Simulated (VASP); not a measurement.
**WSe2: single point with PBE+D3(BJ)**

The system is WSe2, a slab with vacuum.

```
CELL_PARAMETERS angstrom
3.28535 0.00000 0.00000
-1.64268 2.84520 0.00000
0.00000 0.00000 20.36986
ATOMIC_POSITIONS crystal
Se 0.33333 0.66667 0.41728
Se 0.33333 0.66667 0.58272
W 0.66667 0.33333 0.50000
```

| Property | Result |
| --- | --- |
| Program | VASP 6.6.1 |
| Task | single point |
| Functional | PBE |
| Dispersion | D3(BJ) |
| Potentials or basis | VASP PAW PBE potentials, release 64 (Se, W_sv) |
| Cutoff | 520 eV |
| k mesh | 9 × 9 × 1 |
| Occupations | gaussian, width 0.05 eV |
| Spin | no spin polarisation |

```
Largest force              : 0.044 eV/Å
Band gap on the k mesh     : 1.67 eV
Dispersion energy per atom : -0.338 eV
```

Forces in eV/Å, atoms in the order of the input:
```
Se   0.000  0.000 -0.044
Se   0.000  0.000  0.044
W    0.000  0.000  0.000
```

Levels at points of the mesh, in eV from the valence-band top:
```
           k point  band 9  band 10  band 11  band 12  band 13  band 14  band 15  band 16  band 17  band 18
(0.00, 0.00, 0.00)   -2.30    -2.26    -1.17    -1.17    -0.42     2.99     2.99     3.15     3.15     4.26
```

It took 69 s on 1 thread of Intel(R) Xeon(R) Platinum 8488C (Sapphire Rapids), with other jobs on the host, peak memory 0.31 GiB.

Caveat: spin-orbit coupling is left out, which moves the levels of the heavy elements.
